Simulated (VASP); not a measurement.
Write the native input for VASP 6.6.1 that does the following.

```
Task                   : single point
Functional             : PBE
Potentials or basis    : VASP PAW PBE potentials, release 64 (F)
Cutoff                 : 520 eV
k mesh                 : 13 × 13 × 13
Occupations            : fermi-dirac, width 0.05 eV
Spin                   : no spin polarisation
Dipole correction      : no
Further INCAR settings : ALGO = Normal; EDIFF = 1e-06; NBANDS = 14
```

The structure of F lies in POSCAR:

```
F
1.0
    0.0000000000      2.1433183758      2.1433183758
    2.1433183758      0.0000000000      2.1433183758
    2.1433183758      2.1433183758      0.0000000000
F
2
Direct
   -0.1250000000     -0.1250000000     -0.1250000000
    0.1250000000      0.1250000000      0.1250000000
```

This cell differs from its parent crystal: volume scaled by 0.68.

The input as run:

INCAR

```
PREC = Accurate ; ENCUT = 520
EDIFF = 1E-6 ; ISMEAR = -1
SIGMA = 0.05 ; LREAL = False
LASPH = True ; NELM = 100
ALGO = Normal ; ISIF = 2
LWAVE = False ; LCHARG = True
GGA = PE ; LELF = True
LVHAR = True ; NBANDS = 14
```

KPOINTS

```
Automatic mesh
0
Gamma
  13 13 13
```

Potentials or basis: VASP PAW PBE potentials, release 64 (F).

Run with:

```bash
$ cat potpaw_PBE.64/F/POTCAR > POTCAR
$ mpirun -np 1 vasp_std > vasp.out
```

It gave:

```yaml
Pressure: 39.7 GPa
Band_gap_on_the_k_mesh: zero (band 7 reaches -0.78 eV, above the bottom of band 8 at -2.62 eV)
```

Run time: 6.3 s on 1 thread of Intel(R) Xeon(R) 6975P-C (Granite Rapids), with other jobs on the host, peak memory 0.13 GiB.
